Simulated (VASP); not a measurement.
TiPd3: single point with LDA

TiPd3:

```
CELL_PARAMETERS angstrom
3.82000 -0.01910 -0.01910
-0.01910 3.82000 -0.01910
-0.01910 -0.01910 3.82000
ATOMIC_POSITIONS crystal
Ti 0.00000 0.00000 0.00000
Pd 0.00000 0.50000 0.50000
Pd 0.50000 0.00000 0.50000
Pd 0.50000 0.50000 0.00000
```

This cell differs from its parent crystal: equal xy, yz and zx shear strains of -1 %.

```
Program                : VASP 6.6.1
Task                   : single point
Functional             : LDA
Potentials or basis    : VASP PAW LDA potentials, release 64 (Ti_sv, Pd)
Cutoff                 : 520 eV
k mesh                 : 11 × 11 × 11
Occupations            : fermi-dirac, width 0.05 eV
Spin                   : no spin polarisation
Dipole correction      : no
Further INCAR settings : ALGO = Normal; EDIFF = 1e-07; NBANDS = 29
```

The pressure is 2.8 GPa and the band gap on the k mesh is zero (bands 21 and 22 overlap by 1.36 eV).

Stress tensor (GPa, compression positive):
```
2.81 1.40 1.40
1.40 2.81 1.40
1.40 1.40 2.81
```

Levels at points of the mesh, in eV from the Fermi level:
```tsv
k point	band 19	band 20	band 21	band 22	band 23	band 24
(0.00, 0.00, 0.00)	-0.61	-0.59	1.20	1.20	1.88	1.90
```

Run time: 98 s on 1 thread of Intel(R) Xeon(R) 6975P-C (Granite Rapids), with other jobs on the host, peak memory 0.29 GiB.

Caveat: the cell differs from its parent crystal (equal xy, yz and zx shear strains of -1 %).
